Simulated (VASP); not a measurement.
# MoS2 (P-1) in VASP: single point with PBEsol

Aim: the single point of MoS2 with PBEsol.

Program: VASP 6.6.1. These are calculated values, not measurements. Logs are shortened: lines on timing, memory, paths and dates and some standing lists are left out, and cuts for length are marked.

**1. The cell of the first run**

The typed cell holds 6 atoms: a = 3.141 Å, b = 3.141 Å, c = 12.583 Å, α = 89.28°, β = 88.57°, γ = 60.00°.

**2. Single point, PBEsol**

INCAR reads:

```
SYSTEM = MoS2
ALGO     = Normal         ! electronic algorithm
EDIFF    = 1E-7           ! SCF threshold, eV
ENCUT    = 520            ! plane-wave cutoff, eV
GGA      = PS             ! functional
ISIF     = 2              ! what is computed and relaxed
ISMEAR   = 0              ! smearing method
LASPH    = .TRUE.         ! aspherical terms in the spheres
LCHARG   = .FALSE.        ! write CHGCAR
LREAL    = .FALSE.        ! projectors in reciprocal space
LWAVE    = .FALSE.        ! write WAVECAR
NBANDS   = 35             ! bands
NELM     = 60             ! most SCF steps
PREC     = Accurate       ! precision mode
SIGMA    = 0.05           ! smearing width, eV
```

KPOINTS reads:

```
k-points
0
G
  10 10 2
  0 0 0
```

POSCAR reads:

```
MoS2
1.0
   -3.1414322132      0.0000000000      0.0000000000
   -1.5707161066     -2.7205601009      0.0000000000
   -0.3141432213      0.0000000000     12.5788195080
Mo S
2 4
Direct
    0.3083333333      0.3333333333      0.2500000000
    0.5916666667      0.6666666667      0.7500000000
    0.2707279491      0.3333333333      0.6260538420
    0.6540612825      0.6666666667      0.1260538420
    0.2459387175      0.3333333333      0.8739461580
    0.6292720509      0.6666666667      0.3739461580
```

Potentials or basis: VASP PAW PBE potentials, release 64 (Mo_sv, S).

On the command line:

```bash
$ cat potpaw_PBE.64/Mo_sv/POTCAR potpaw_PBE.64/S/POTCAR > POTCAR
$ mpirun -np 1 vasp_std > vasp.out
```

OUTCAR:

```text
SYSTEM = MoS2
   EDIFF = 1E-7
   ENCUT = 520
   GGA = PS
   ISIF = 2
   ISMEAR = 0
   LASPH = .TRUE.
   LREAL = .FALSE.
   NELM = 60
   PREC = Accurate

 ion  position               nearest neighbor table
   1  0.308  0.333  0.250-   4 2.39   6 2.39   4 2.39   6 2.39   6 2.39   4 2.39
   2  0.592  0.667  0.750-   5 2.39   3 2.39   5 2.39   3 2.39   3 2.39   5 2.39
   3  0.271  0.333  0.626-   2 2.39   2 2.39   2 2.39
   4  0.654  0.667  0.126-   1 2.39   1 2.39   1 2.39
   5  0.246  0.333  0.874-   2 2.39   2 2.39   2 2.39
   6  0.629  0.667  0.374-   1 2.39   1 2.39   1 2.39

  LATTYP: Found a base centered monoclinic cell.
 ALAT       =     3.1414322132
 B/A-ratio  =     1.7320508076
 C/A-ratio  =     4.0054156023
 COS(beta)  =    -0.0249661982

  Lattice vectors:

 A1 = (   1.5707161066,  -2.7205601009,   0.0000000000)
 A2 = (   1.5707161066,   2.7205601009,   0.0000000000)
 A3 = (  -0.3141432213,   0.0000000000,  12.5788195080)

Analysis of symmetry for initial positions (statically):
=====================================================================
 Subroutine PRICEL returns:
 Original cell was already a primitive cell.

 Routine SETGRP: Setting up the symmetry group for a
 base centered monoclinic supercell.

 Subroutine GETGRP returns: Found  2 space group operations
 (whereof  1 operations were pure point group operations)
 out of a pool of  4 trial point group operations.

The static configuration has the point symmetry C_1 .
 The point group associated with its full space group is S_2 .

Analysis of symmetry for dynamics (positions and initial velocities):
=====================================================================
 Subroutine PRICEL returns:
 Original cell was already a primitive cell.

 Routine SETGRP: Setting up the symmetry group for a
 base centered monoclinic supercell.

 Subroutine GETGRP returns: Found  2 space group operations
 (whereof  1 operations were pure point group operations)
 out of a pool of  4 trial point group operations.

The dynamic configuration has the point symmetry C_1 .
 The point group associated with its full space group is S_2 .

 Subroutine INISYM returns: Found  2 space group operations
 (whereof  1 operations are pure point group operations),
 and found     1 'primitive' translations

----------------------------------------------------------------------------------------

                                     Primitive cell

  volume of cell :     107.5043

  direct lattice vectors                    reciprocal lattice vectors
    -3.141432213  0.000000000  0.000000000    -0.318326143  0.183785684 -0.007949872
    -1.570716107 -2.720560101  0.000000000     0.000000000 -0.367571369  0.000000000
    -0.314143221  0.000000000 12.578819508     0.000000000  0.000000000  0.079498716

  length of vectors
     3.141432213  3.141432213 12.582741600     0.367657329  0.367571369  0.079498716

  position of ions in fractional coordinates (direct lattice)
     0.308333333  0.333333333  0.250000000
     0.591666667  0.666666667  0.750000000
     0.270727949  0.333333333  0.626053842
     0.654061283  0.666666667  0.126053842
     0.245938718  0.333333333  0.873946158
     0.629272051  0.666666667  0.373946158

  ion indices of the primitive-cell ions
   primitive index   ion index
                 1           1
                 2           2
                 3           3
                 4           4
                 5           5
                 6           6

----------------------------------------------------------------------------------------

 KPOINTS: k-points

Automatic generation of k-mesh.
 Grid dimensions read from file:
 generate k-points for:   10   10    2

 Generating k-lattice:

  Cartesian coordinates                     Fractional coordinates (reciprocal lattice)
    -0.031832614  0.018378568 -0.000794987     0.100000000 -0.000000000 -0.000000000
     0.000000000 -0.036757137  0.000000000     0.000000000  0.100000000  0.000000000
     0.000000000  0.000000000  0.039749358     0.000000000  0.000000000  0.500000000

  Length of vectors
     0.036765733  0.036757137  0.039749358

  Shift w.r.t. Gamma in fractional coordinates (k-lattice)
     0.000000000  0.000000000  0.000000000

 Subroutine IBZKPT returns following result:
 ===========================================

 Found    104 irreducible k-points:

 Following reciprocal coordinates:
            Coordinates               Weight
  0.000000  0.000000  0.000000      1.000000
  0.100000 -0.000000 -0.000000      2.000000
 -0.100000 -0.100000  0.000000      2.000000
  0.200000 -0.000000 -0.000000      2.000000
 -0.200000 -0.200000  0.000000      2.000000
  0.300000  0.000000  0.000000      2.000000
[... 16 lines left out ...]
  0.300000  0.400000  0.000000      2.000000
 -0.200000  0.100000  0.000000      2.000000
 [... further k-points ...]
   k-points           NKPTS =    104   k-points in BZ     NKDIM =    104   number of bands    NBANDS=     35
   number of dos      NEDOS =    301   number of ions     NIONS =      6
   total plane-waves  NPLWV =  55296
   dimension x,y,z NGX =    24 NGY =   24 NGZ =   96
   dimension x,y,z NGXF=    48 NGYF=   48 NGZF=  192
   ions per type =               2   4
   NGX,Y,Z   is equivalent  to a cutoff of  12.70, 12.70, 12.68 a.u.
   NGXF,Y,Z  is equivalent  to a cutoff of  25.40, 25.40, 25.37 a.u.
 SYSTEM =  MoS2
   PREC   = accura    normal or accurate (medium, high low for compatibility)
   ISTART =      0    job   : 0-new  1-cont  2-samecut
   ICHARG =      2    charge: 1-file 2-atom 10-const
   ISPIN  =      1    spin polarized calculation?
   LNONCOLLINEAR =      F non collinear calculations
   LSORBIT =      F    spin-orbit coupling
   LASPH  =      T    aspherical Exc in radial PAW
   ENCUT  =  520.0 eV  38.22 Ry    6.18 a.u.   5.84  5.84 23.40*2*pi/ulx,y,z
   NELM   =     60;   NELMIN=  2; NELMDL= -5     # of ELM steps
   EDIFF  = 0.1E-06   stopping-criterion for ELM
   LREAL  =      F    real-space projection
   EDIFFG = 0.1E-05   stopping-criterion for IOM
   NSW    =      0    number of steps for IOM
   IBRION =     -1    ionic relax: 0-MD 1-quasi-New 2-CG
   NFREE  =      0    steps in history (QN), initial steepest desc. (CG)
   ISIF   =      2    stress and relaxation
   ISYM   =      2    0-nonsym 1-usesym 2-fastsym
   POTIM  = 0.5000    time-step for ionic-motion
   TEBEG  =    0.0;   TEEND  =   0.0 temperature during run
   PSTRESS=    0.0 pullay stress
   NELECT =      52.0000    total number of electrons
   NUPDOWN=      -1.0000    fix difference up-down
   EMIN   =  10.00;   EMAX   =-10.00  energy-range for DOS
   EFERMI =   0.00;   METHOD = LEGACY
   ISMEAR =     0;   SIGMA  =   0.05  broadening in eV -4-tet -1-fermi 0-gaus
   EFERMI_NEDOS =   21; number of points for ismear=-14 and -15
   IALGO  =     38    algorithm
   IMIX   =      4    mixing-type and parameters
     AMIX     =   0.40;   BMIX     =  1.00
     AMIX_MAG =   1.60;   BMIX_MAG =  1.00
  volume/ion in A,a.u.               =      17.92       120.91
  Fermi-wavevector in a.u.,A,eV,Ry     =   1.285091  2.428470 22.469472  1.651460
  Thomas-Fermi vector in A             =   2.417246
   LORBIT       =      0    0 simple, 1 ext, 2 COOP (PROOUT), +10 PAW based schemes
   GGA     = PS    functional components
   LHFCALC =     F    Hartree Fock is set to
   AEXX    =    0.0000 exact exchange contribution
   IVDW    =     0    specifies the selected vdW correction
   LEPSILON=     F    determine dielectric tensor
   LRPA    =     F    only Hartree local field effects (RPA)
 non-spin polarized calculation
 Gauss-broadening in eV      SIGMA  =   0.05
  energy-cutoff  :      520.00
  volume of cell :      107.50
 maximum number of plane-waves:      2917
   NGX = 11   NGY = 11   NGZ = 47

 number of electron      52.0000001 magnetization

 Free energy of the ion-electron system (eV)
  ---------------------------------------------------
  ext. energy  EPLUGINS =         0.00000000
  ---------------------------------------------------
  free energy    TOTEN  =       -46.90126551 eV

  energy without entropy =      -46.90126551  energy(sigma->0) =      -46.90126551

 E-fermi :   7.4975     XC(G=0): -10.9238

 val. band max:        7.2641356297   @ k =   0.0000   0.0000   0.0000
 cond. band min:       8.2976265316   @ k =  -0.2000   0.2000   0.0000
 fundamental gap:      1.0334909019
 Fermi energy:         7.4975091905

 k-point     1 :       0.0000    0.0000    0.0000
  band No.  band energies     occupation
      1     -54.0223      2.00000
      2     -54.0223      2.00000
      3     -28.2337      2.00000
      4     -28.2337      2.00000
      5     -27.9710      2.00000
      6     -27.9710      2.00000
[... 27 lines left out ...]
     34       9.9075      0.00000
     35      12.9513      0.00000

 k-point     2 :       0.1000   -0.0000   -0.0000
  band No.  band energies     occupation
      1     -54.0180      2.00000
      2     -54.0180      2.00000
      3     -28.2253      2.00000
      4     -28.2253      2.00000
      5     -28.0134      2.00000
      6     -28.0134      2.00000
[... 27 lines left out ...]
     34       9.8531      0.00000
     35      13.6619      0.00000

 k-point     3 :      -0.1000   -0.1000    0.0000
  band No.  band energies     occupation
      1     -54.0180      2.00000
      2     -54.0180      2.00000
      3     -28.2253      2.00000
      4     -28.2253      2.00000
      5     -28.0135      2.00000
      6     -28.0135      2.00000
[... 27 lines left out ...]
     34       9.8626      0.00000
     35      13.6592      0.00000
[... 723 lines left out ...]
 k-point    23 :       0.3000    0.4000    0.0000
  band No.  band energies     occupation
      1     -53.9848      2.00000
      2     -53.9848      2.00000
      3     -28.3122      2.00000
      4     -28.3122      2.00000
      5     -28.1607      2.00000
      6     -28.1607      2.00000
[... 27 lines left out ...]
     34      11.4086      0.00000
     35      14.0479      0.00000

 k-point    24 :      -0.2000    0.1000    0.0000
  band No.  band energies     occupation
      1     -53.9975      2.00000
      2     -53.9975      2.00000
      3     -28.2004      2.00000
      4     -28.2004      2.00000
      5     -28.1855      2.00000
      6     -28.1854      2.00000
[... 27 lines left out ...]
     34      11.0258      0.00000
     35      15.1673      0.00000

 [... further k-points ...]

------------------------ aborting loop because EDIFF is reached ----------------------------------------

  FORCE on cell =-STRESS in cart. coord.  units (eV):
  Direction    XX          YY          ZZ          XY          YZ          ZX
  --------------------------------------------------------------------------------------
  -------------------------------------------------------------------------------------
  Total       -0.0015280      0.0100205      0.0240575     -0.0121142     -0.0269453      0.1118284
  in kB       -0.0227721      0.1493387      0.3585379     -0.1805429     -0.4015763      1.6666203
  external PRESSURE =       0.1617015 kB  Pullay stress =       0.0000000 kB

 VOLUME and BASIS-vectors are now :
 -----------------------------------------------------------------------------
  energy-cutoff  :      520.00
  volume of cell :      107.50
      direct lattice vectors                 reciprocal lattice vectors
    -3.141432213  0.000000000  0.000000000    -0.318326143  0.183785684 -0.007949872
    -1.570716107 -2.720560101  0.000000000     0.000000000 -0.367571369  0.000000000
    -0.314143221  0.000000000 12.578819508     0.000000000  0.000000000  0.079498716

 POSITION                                       TOTAL-FORCE (eV/Angst)
 -----------------------------------------------------------------------------------
     -1.57072     -0.90685      3.14470         0.012181     -0.001725      0.000283
     -3.14143     -1.81371      9.43411        -0.012181      0.001725     -0.000283
     -1.57072     -0.90685      7.87502         0.002276      0.000019     -0.000140
     -3.14143     -1.81371      1.58561         0.017867     -0.005054      0.012399
     -1.57072     -0.90685     10.99321        -0.017867      0.005054     -0.012399
     -3.14143     -1.81371      4.70380        -0.002276     -0.000019      0.000140
 -----------------------------------------------------------------------------------
    total drift:                                0.000012      0.000000     -0.000005

  FREE ENERGIE OF THE ION-ELECTRON SYSTEM (eV)
  ---------------------------------------------------
  free  energy   TOTEN  =       -46.9012655101 eV

  energy  without entropy=      -46.9012655101  energy(sigma->0) =      -46.90126551
```

Wall time 2.3 min (1 thread of Intel Xeon 6975P-C (Granite Rapids), shared host); peak memory 0.44 GiB.

What came out:

```yaml
Free_energy: -46.9013 eV
Pressure: 0.0 GPa
Largest_force: 0.022 eV/Å
Band_gap_on_the_k_mesh: 1.03 eV (least direct gap 1.97 eV)
```

Forces in eV/Å, atoms in the order of the input:
```
Mo   0.012 -0.002  0.000
Mo  -0.012  0.002  0.000
S    0.002  0.000  0.000
S    0.018 -0.005  0.012
S   -0.018  0.005 -0.012
S   -0.002  0.000  0.000
```

Levels at points of the mesh, in eV from the valence-band top:
| k point | band 22 | band 23 | band 24 | band 25 | band 26 | band 27 | band 28 | band 29 | band 30 | band 31 |
| --- | --- | --- | --- | --- | --- | --- | --- | --- | --- | --- |
| (0.00, 0.00, 0.00) | -2.04 | -2.03 | -1.31 | -1.13 | 0.00 | 2.28 | 2.29 | 2.30 | 2.32 | 2.49 |
| (0.50, 0.00, 0.00) | -2.36 | -1.55 | -1.41 | -1.36 | -1.19 | 1.80 | 1.84 | 2.21 | 2.44 | 2.98 |
| (0.50, 0.50, 0.00) | -2.55 | -1.56 | -1.41 | -1.27 | -1.26 | 1.80 | 1.84 | 2.17 | 2.45 | 3.06 |
| (0.00, 0.50, 0.00) | -2.46 | -1.55 | -1.42 | -1.31 | -1.24 | 1.80 | 1.83 | 2.19 | 2.45 | 3.01 |
| (0.00, 0.00, 0.50) | -2.05 | -2.05 | -2.05 | -0.30 | -0.29 | 2.28 | 2.28 | 2.30 | 2.31 | 2.55 |
| (0.50, 0.00, 0.50) | -2.49 | -1.49 | -1.48 | -1.30 | -1.21 | 1.82 | 1.82 | 2.32 | 2.34 | 3.30 |
| (0.50, 0.50, 0.50) | -2.45 | -1.48 | -1.48 | -1.32 | -1.23 | 1.82 | 1.82 | 2.31 | 2.33 | 3.32 |
| (0.00, 0.50, 0.50) | -2.56 | -1.49 | -1.48 | -1.27 | -1.26 | 1.82 | 1.82 | 2.33 | 2.33 | 3.34 |

Caveat: the PAW data sets were made with another functional, which shifts forces and pressure a little.
